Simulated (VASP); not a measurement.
Write the native input for VASP 6.6.1 that does the following.

```
Task                   : single point
Functional             : r2SCAN
Potentials or basis    : VASP PAW PBE potentials, release 64 (Ti_sv, O)
Cutoff                 : 660 eV
k mesh                 : 6 × 6 × 10
Occupations            : gaussian, width 0.02 eV
Spin                   : no spin polarisation
Dipole correction      : no
Further INCAR settings : ALGO = Normal; EDIFF = 1e-06; NBANDS = 33
```

Crystal: TiO2.

```
Ti O
1.0
     4.59695    0.00000    0.00000
     0.00000    4.59695    0.00000
     0.00000    0.00000    2.95354
Ti O
2 4
Direct
  0.00000 0.00000 0.00000
  0.50000 0.50000 0.50000
  0.30463 0.30463 0.00000
  0.19537 0.80463 0.50000
  0.69537 0.69537 0.00000
  0.80463 0.19537 0.50000
```

These files were run (other wordings do the same):

POSCAR

```
TiO2
1.0
    4.5969450441      0.0000000000      0.0000000000
    0.0000000000      4.5969450441      0.0000000000
    0.0000000000      0.0000000000      2.9535430427
Ti O
2 4
Direct
    0.0000000000      0.0000000000      0.0000000000
    0.5000000000      0.5000000000      0.5000000000
    0.3046314522      0.3046314522      0.0000000000
    0.1953685478      0.8046314522      0.5000000000
    0.6953685478      0.6953685478      0.0000000000
    0.8046314522      0.1953685478      0.5000000000
```

INCAR.step1

```
SYSTEM = TiO2
PREC     = Accurate       ! precision mode
ENCUT    = 660            ! plane-wave cutoff, eV
ISMEAR   = 0              ! smearing method
SIGMA    = 0.02           ! smearing width, eV
LREAL    = .False.        ! projectors in reciprocal space
LASPH    = .True.         ! aspherical terms in the spheres
NELM     = 120            ! most SCF steps
NBANDS   = 33             ! bands
GGA      = PE             ! functional
ALGO     = Normal         ! electronic algorithm
EDIFF    = 1E-5           ! SCF threshold, eV
LWAVE    = .True.         ! write WAVECAR
LCHARG   = .False.        ! write CHGCAR
GGA_COMPAT= .False.
```

INCAR.step2

```
SYSTEM = TiO2
PREC     = Accurate       ! precision mode
ENCUT    = 660            ! plane-wave cutoff, eV
EDIFF    = 1E-6           ! SCF threshold, eV
ISMEAR   = 0              ! smearing method
SIGMA    = 0.02           ! smearing width, eV
LREAL    = .False.        ! projectors in reciprocal space
LASPH    = .True.         ! aspherical terms in the spheres
NELM     = 120            ! most SCF steps
ALGO     = Normal         ! electronic algorithm
ISIF     = 2              ! what is computed and relaxed
LWAVE    = .False.        ! write WAVECAR
LCHARG   = .False.        ! write CHGCAR
METAGGA  = R2SCAN         ! meta-GGA
LMIXTAU  = .True.       
NBANDS   = 33             ! bands
ISTART   = 1            
GGA_COMPAT= .False.
```

KPOINTS

```
regular mesh
0
Gamma
  6 6 10
  0 0 0
```

Potentials or basis: VASP PAW PBE potentials, release 64 (Ti_sv, O).

Run with:

```bash
$ cat potpaw_PBE.64/Ti_sv/POTCAR potpaw_PBE.64/O/POTCAR > POTCAR
$ cp INCAR.step1 INCAR
$ mpirun -np 1 vasp_std > vasp.out
$ cp INCAR.step2 INCAR
$ mpirun -np 1 vasp_std > vasp.out
```

Results of the run:

The pressure is 1.0 GPa and the largest force is 0.031 eV/Å. The band gap on the k mesh is 2.23 eV, direct.

Caveat: the PAW data sets were made with another functional, which shifts forces and pressure a little.

It took 4.1 min on 1 thread of Intel(R) Xeon(R) 6975P-C (Granite Rapids), with other jobs on the host, peak memory 0.3 GiB.
